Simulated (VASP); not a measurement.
# MoS2 (R-3m) in VASP: further runs, part 2 of 3

VASP 6.6.1. The steps go on from the part before.

## (3) Single point, PBEsol

The input, INCAR:

```
SYSTEM = MoS2
ALGO = Normal
EDIFF = 1E-7
ENCUT = 520
GGA = PS
ISIF = 2
ISMEAR = 1
LASPH = .TRUE.
LCHARG = .FALSE.
LREAL = .FALSE.
LWAVE = .FALSE.
NBANDS = 20
NELM = 60
PREC = Accurate
SIGMA = 0.1
```

The input, KPOINTS:

```
k-points
0
G
  4 4 4
  0 0 0
```

The input, POSCAR:

```
MoS2
1.0
    1.5855000000      0.9153890000      6.1149970000
   -1.5855000000      0.9153890000      6.1149970000
    0.0000000000     -1.8307780000      6.1149970000
Mo S
1 2
Direct
    0.0000000000      0.0000000000      0.0000000000
    0.7500000000      0.7500000000      0.7500000000
    0.2500000000      0.2500000000      0.2500000000
```

Potentials or basis: VASP PAW PBE potentials, release 64 (Mo_sv, S).

Command:

```
> cat potpaw_PBE.64/Mo_sv/POTCAR potpaw_PBE.64/S/POTCAR > POTCAR
> mpirun -np 1 vasp_std > vasp.out
```

OUTCAR:

```text
SYSTEM = MoS2
   EDIFF = 1E-7
   ENCUT = 520
   GGA = PS
   ISIF = 2
   ISMEAR = 1
   LASPH = .TRUE.
   LREAL = .FALSE.
   NELM = 60
   PREC = Accurate

 ion  position               nearest neighbor table
   1  0.000  0.000  0.000-   2 2.39   2 2.39   3 2.39   3 2.39   2 2.39   3 2.39
   2  0.750  0.750  0.750-   1 2.39   1 2.39   1 2.39
   3  0.250  0.250  0.250-   1 2.39   1 2.39   1 2.39

  LATTYP: Found a trigonal (rhomboedric) cell.
 ALAT       =     6.3831759792
 COS(alpha) =     0.8766074458

  Lattice vectors:

 A1 = (   1.5855000000,   0.9153890000,   6.1149970000)
 A2 = (  -1.5855000000,   0.9153890000,   6.1149970000)
 A3 = (   0.0000000000,  -1.8307780000,   6.1149970000)

Analysis of symmetry for initial positions (statically):
=====================================================================
 Subroutine PRICEL returns:
 Original cell was already a primitive cell.

 Routine SETGRP: Setting up the symmetry group for a
 trigonal (rhombohedral) supercell.

 Subroutine GETGRP returns: Found 12 space group operations
 (whereof 12 operations were pure point group operations)
 out of a pool of 12 trial point group operations.

The static configuration has the point symmetry D_3d.

Analysis of symmetry for dynamics (positions and initial velocities):
=====================================================================
 Subroutine PRICEL returns:
 Original cell was already a primitive cell.

 Routine SETGRP: Setting up the symmetry group for a
 trigonal (rhombohedral) supercell.

 Subroutine GETGRP returns: Found 12 space group operations
 (whereof 12 operations were pure point group operations)
 out of a pool of 12 trial point group operations.

The dynamic configuration has the point symmetry D_3d.

 Subroutine INISYM returns: Found 12 space group operations
 (whereof 12 operations are pure point group operations),
 and found     1 'primitive' translations

----------------------------------------------------------------------------------------

                                     Primitive cell

  volume of cell :      53.2500

  direct lattice vectors                    reciprocal lattice vectors
     1.585500000  0.915389000  6.114997000     0.315357931  0.182071957  0.054510793
    -1.585500000  0.915389000  6.114997000    -0.315357931  0.182071957  0.054510793
     0.000000000 -1.830778000  6.114997000     0.000000000 -0.364143914  0.054510793

  length of vectors
     6.383175979  6.383175979  6.383176043     0.368201370  0.368201370  0.368201326

  position of ions in fractional coordinates (direct lattice)
     0.000000000  0.000000000  0.000000000
     0.750000000  0.750000000  0.750000000
     0.250000000  0.250000000  0.250000000

  ion indices of the primitive-cell ions
   primitive index   ion index
                 1           1
                 2           2
                 3           3

----------------------------------------------------------------------------------------

 KPOINTS: k-points

Automatic generation of k-mesh.
 Grid dimensions read from file:
 generate k-points for:    4    4    4

 Generating k-lattice:

  Cartesian coordinates                     Fractional coordinates (reciprocal lattice)
     0.078839483  0.045517989  0.013627698     0.250000000  0.000000000  0.000000000
    -0.078839483  0.045517989  0.013627698     0.000000000  0.250000000  0.000000000
     0.000000000 -0.091035979  0.013627698     0.000000000  0.000000000  0.250000000

  Length of vectors
     0.092050342  0.092050342  0.092050332

  Shift w.r.t. Gamma in fractional coordinates (k-lattice)
     0.000000000  0.000000000  0.000000000

 Subroutine IBZKPT returns following result:
 ===========================================

 Found     13 irreducible k-points:

 Following reciprocal coordinates:
            Coordinates               Weight
  0.000000  0.000000  0.000000      1.000000
  0.250000  0.000000  0.000000      6.000000
  0.500000  0.000000  0.000000      3.000000
  0.250000  0.250000  0.000000      6.000000
  0.500000  0.250000  0.000000     12.000000
 -0.250000  0.250000  0.000000      6.000000
  0.500000  0.500000  0.000000      3.000000
  0.250000  0.250000  0.250000      2.000000
  0.500000  0.250000  0.250000      6.000000
 -0.250000  0.250000  0.250000      6.000000
  0.500000  0.500000  0.250000      6.000000
 -0.250000  0.500000  0.250000      6.000000
  0.500000  0.500000  0.500000      1.000000
   k-points           NKPTS =     13   k-points in BZ     NKDIM =     13   number of bands    NBANDS=     20
   number of dos      NEDOS =    301   number of ions     NIONS =      3
   total plane-waves  NPLWV = 110592
   dimension x,y,z NGX =    48 NGY =   48 NGZ =   48
   dimension x,y,z NGXF=    96 NGYF=   96 NGZF=   96
   ions per type =               1   2
   NGX,Y,Z   is equivalent  to a cutoff of  12.50, 12.50, 12.50 a.u.
   NGXF,Y,Z  is equivalent  to a cutoff of  25.00, 25.00, 25.00 a.u.
 SYSTEM =  MoS2
   PREC   = accura    normal or accurate (medium, high low for compatibility)
   ISTART =      0    job   : 0-new  1-cont  2-samecut
   ICHARG =      2    charge: 1-file 2-atom 10-const
   ISPIN  =      1    spin polarized calculation?
   LNONCOLLINEAR =      F non collinear calculations
   LSORBIT =      F    spin-orbit coupling
   LASPH  =      T    aspherical Exc in radial PAW
   ENCUT  =  520.0 eV  38.22 Ry    6.18 a.u.  11.87 11.87 11.87*2*pi/ulx,y,z
   NELM   =     60;   NELMIN=  2; NELMDL= -5     # of ELM steps
   EDIFF  = 0.1E-06   stopping-criterion for ELM
   LREAL  =      F    real-space projection
   EDIFFG = 0.1E-05   stopping-criterion for IOM
   NSW    =      0    number of steps for IOM
   IBRION =     -1    ionic relax: 0-MD 1-quasi-New 2-CG
   NFREE  =      0    steps in history (QN), initial steepest desc. (CG)
   ISIF   =      2    stress and relaxation
   ISYM   =      2    0-nonsym 1-usesym 2-fastsym
   POTIM  = 0.5000    time-step for ionic-motion
   TEBEG  =    0.0;   TEEND  =   0.0 temperature during run
   PSTRESS=    0.0 pullay stress
   NELECT =      26.0000    total number of electrons
   NUPDOWN=      -1.0000    fix difference up-down
   EMIN   =  10.00;   EMAX   =-10.00  energy-range for DOS
   EFERMI =   0.00;   METHOD = LEGACY
   ISMEAR =     1;   SIGMA  =   0.10  broadening in eV -4-tet -1-fermi 0-gaus
   EFERMI_NEDOS =   21; number of points for ismear=-14 and -15
   IALGO  =     38    algorithm
   IMIX   =      4    mixing-type and parameters
     AMIX     =   0.40;   BMIX     =  1.00
     AMIX_MAG =   1.60;   BMIX_MAG =  1.00
  volume/ion in A,a.u.               =      17.75       119.78
  Fermi-wavevector in a.u.,A,eV,Ry     =   1.289118  2.436081 22.610518  1.661826
  Thomas-Fermi vector in A             =   2.421031
   LORBIT       =      0    0 simple, 1 ext, 2 COOP (PROOUT), +10 PAW based schemes
   GGA     = PS    functional components
   LHFCALC =     F    Hartree Fock is set to
   AEXX    =    0.0000 exact exchange contribution
   IVDW    =     0    specifies the selected vdW correction
   LEPSILON=     F    determine dielectric tensor
   LRPA    =     F    only Hartree local field effects (RPA)
 non-spin polarized calculation
 Methfessel and Paxton  Order N= 1 SIGMA  =   0.10
  energy-cutoff  :      520.00
  volume of cell :       53.25
 maximum number of plane-waves:      1444
   NGX = 23   NGY = 23   NGZ = 23

 number of electron      25.9999998 magnetization

 Free energy of the ion-electron system (eV)
  ---------------------------------------------------
  ext. energy  EPLUGINS =         0.00000000
  ---------------------------------------------------
  free energy    TOTEN  =       -22.46102422 eV

  energy without entropy =      -22.45600057  energy(sigma->0) =      -22.45934967

 E-fermi :   7.6396     XC(G=0): -10.9971

 val. band max:        7.6366977039   @ k =   0.5000   0.2500   0.0000
 cond. band min:       7.6433897425   @ k =   0.5000   0.5000   0.5000
 fundamental gap:      0.0066920386
 Fermi energy:         7.6395727024

 k-point     1 :       0.0000    0.0000    0.0000
  band No.  band energies     occupation
      1     -54.0022      2.00000
      2     -28.1100      2.00000
      3     -28.0243      2.00000
      4     -28.0243      2.00000
      5      -7.4551      2.00000
      6      -5.7915      2.00000
[... 12 lines left out ...]
     19      14.3343      0.00000
[... 260 lines left out ...]
      4     -28.0243      2.00000
      5      -7.1926      2.00000
      6      -6.2213      2.00000
[... 12 lines left out ...]
     19      15.7239      0.00000
     20      17.2770      0.00000

------------------------ aborting loop because EDIFF is reached ----------------------------------------

  FORCE on cell =-STRESS in cart. coord.  units (eV):
  Direction    XX          YY          ZZ          XY          YZ          ZX
  --------------------------------------------------------------------------------------
  -------------------------------------------------------------------------------------
  Total        1.1545181      1.1545185      1.3574521      0.0000000     -0.0000000      0.0000000
  in kB       34.7369678     34.7369790     40.8428134      0.0000000     -0.0000000      0.0000000
  external PRESSURE =      36.7722534 kB  Pullay stress =       0.0000000 kB

 VOLUME and BASIS-vectors are now :
 -----------------------------------------------------------------------------
  energy-cutoff  :      520.00
  volume of cell :       53.25
      direct lattice vectors                 reciprocal lattice vectors
     1.585500000  0.915389000  6.114997000     0.315357931  0.182071957  0.054510793
    -1.585500000  0.915389000  6.114997000    -0.315357931  0.182071957  0.054510793
     0.000000000 -1.830778000  6.114997000     0.000000000 -0.364143914  0.054510793

 POSITION                                       TOTAL-FORCE (eV/Angst)
 -----------------------------------------------------------------------------------
      0.00000      0.00000      0.00000        -0.000000     -0.000000     -0.000000
      0.00000      0.00000     13.75874         0.000000     -0.000000      0.528009
      0.00000      0.00000      4.58625         0.000000      0.000000     -0.528009
 -----------------------------------------------------------------------------------
    total drift:                               -0.000000      0.000000      0.000000

  FREE ENERGIE OF THE ION-ELECTRON SYSTEM (eV)
  ---------------------------------------------------
  free  energy   TOTEN  =       -22.4610242173 eV

  energy  without entropy=      -22.4560005653  energy(sigma->0) =      -22.45934967
```

OSZICAR:

```text
N       E                     dE             d eps       ncg     rms          rms(c)
DAV:   1     0.183318567422E+03    0.18332E+03   -0.13413E+04   520   0.123E+03
DAV:   2    -0.170613911888E+02   -0.20038E+03   -0.19568E+03   672   0.315E+02
DAV:   3    -0.239295576481E+02   -0.68682E+01   -0.68183E+01   628   0.548E+01
DAV:   4    -0.240063588321E+02   -0.76801E-01   -0.76750E-01   624   0.628E+00
DAV:   5    -0.240074907911E+02   -0.11320E-02   -0.11319E-02   656   0.722E-01    0.259E+01
DAV:   6    -0.229189213378E+02    0.10886E+01   -0.11227E+01   548   0.196E+01    0.958E+00
DAV:   7    -0.226906039975E+02    0.22832E+00   -0.50791E+00   540   0.127E+01    0.675E+00
DAV:   8    -0.224626888075E+02    0.22792E+00   -0.94309E-01   552   0.552E+00    0.187E+00
DAV:   9    -0.224640490967E+02   -0.13603E-02   -0.63084E-02   612   0.139E+00    0.896E-01
DAV:  10    -0.224610937470E+02    0.29553E-02   -0.22349E-02   560   0.970E-01    0.124E-01
DAV:  11    -0.224610325645E+02    0.61182E-04   -0.99436E-04   568   0.224E-01    0.534E-02
DAV:  12    -0.224610179051E+02    0.14659E-04   -0.37173E-05   604   0.445E-02    0.231E-02
DAV:  13    -0.224610244528E+02   -0.65477E-05   -0.20100E-05   544   0.275E-02    0.108E-02
DAV:  14    -0.224610241525E+02    0.30036E-06   -0.22633E-06   608   0.977E-03    0.152E-03
DAV:  15    -0.224610242173E+02   -0.64809E-07   -0.21223E-07   548   0.267E-03
   1 F= -.22461024E+02 E0= -.22459350E+02  d E =-.502365E-02
```

stdout:

```text
POSCAR found type information on POSCAR MoS
 POSCAR found :  2 types and       3 ions
 scaLAPACK will be used
 -----------------------------------------------------------------------------
|                                                                             |
|                                                                             |
|     You enforced a specific xc type in the INCAR file but a different       |
|     I HOPE YOU KNOW WHAT YOU ARE DOING!                                     |
|                                                                             |
 -----------------------------------------------------------------------------

 LDA part: xc-table for (Slater+PW92), standard interpolation
 POSCAR, INCAR and KPOINTS ok, starting setup
 FFT: planning ... GRIDC
 FFT: planning ... GRID_SOFT
 FFT: planning ... GRID
 WAVECAR not read
 entering main loop
```

Wall time 32 s (1 thread of Intel Xeon 6975P-C, shared host); peak memory 0.3 GiB.

What came out:

```
Free energy            : -22.4610 eV
Pressure               : 3.7 GPa
Largest force          : 0.528 eV/Å
Band gap on the k mesh : zero (band 13 reaches 7.64 eV, above the bottom of band 14 at 7.40 eV)
```

Forces in eV/Å, atoms in the order of the input:
```
Mo   0.000  0.000  0.000
S    0.000  0.000  0.528
S    0.000  0.000 -0.528
```

Caveat: the k points lie up to 0.58 Å⁻¹ apart; the PAW data sets were made with another functional, which shifts forces and pressure a little.

## (4) Single point, PBEsol

The input, INCAR:

```
PREC     = Accurate       # precision mode
ENCUT    = 520            # plane-wave cutoff, eV
EDIFF    = 1E-7           # SCF threshold, eV
ISMEAR   = 1              # smearing method
SIGMA    = 0.1            # smearing width, eV
LREAL    = False          # projectors in reciprocal space
LASPH    = True           # aspherical terms in the spheres
NELM     = 60             # most SCF steps
ALGO     = Normal         # electronic algorithm
ISIF     = 2              # what is computed and relaxed
LWAVE    = False          # write WAVECAR
LCHARG   = True           # write CHGCAR
GGA      = PS             # functional
LELF     = True           # ELF
LVHAR    = True         
NBANDS   = 20             # bands
```

The input, KPOINTS:

```
regular mesh
0
Gamma
  6 6 6
```

POSCAR is that of step 3.

Command:

```
> cat potpaw_PBE.64/Mo_sv/POTCAR potpaw_PBE.64/S/POTCAR > POTCAR
> mpirun -np 1 vasp_std > vasp.out
```

It took 87 s on 1 thread of Intel Xeon 6975P-C, shared host; peak memory 0.31 GiB.

Results (log left out):

* Free energy: -22.6253 eV
* Pressure: 2.9 GPa
* Largest force: 0.696 eV/Å
* Band gap on the k mesh: zero (band 13 reaches 8.10 eV, above the bottom of band 14 at 7.38 eV)

Forces on the atoms (eV/Å):
```
Mo   0.000  0.000  0.000
S    0.000  0.000  0.696
S    0.000  0.000 -0.696
```

Stress tensor (GPa, compression positive):
```
1.44 0.00 0.00
0.00 1.44 0.00
0.00 0.00 5.75
```

Levels at points of the mesh, in eV from the Fermi level:
```tsv
k point	band 11	band 12	band 13	band 14	band 15	band 16
(0.00, 0.00, 0.00)	-1.10	-0.89	-0.89	-0.05	-0.05	3.58
(0.50, 0.00, 0.00)	-2.69	-1.79	-1.42	1.20	2.12	3.59
(0.50, 0.50, 0.00)	-2.70	-2.10	-1.63	1.20	1.90	4.05
(0.50, 0.50, 0.50)	-0.88	-0.88	-0.15	-0.15	0.12	3.69
```

Caveat: the k points lie up to 0.39 Å⁻¹ apart; the PAW data sets were made with another functional, which shifts forces and pressure a little.

[end of part 2 of 3]
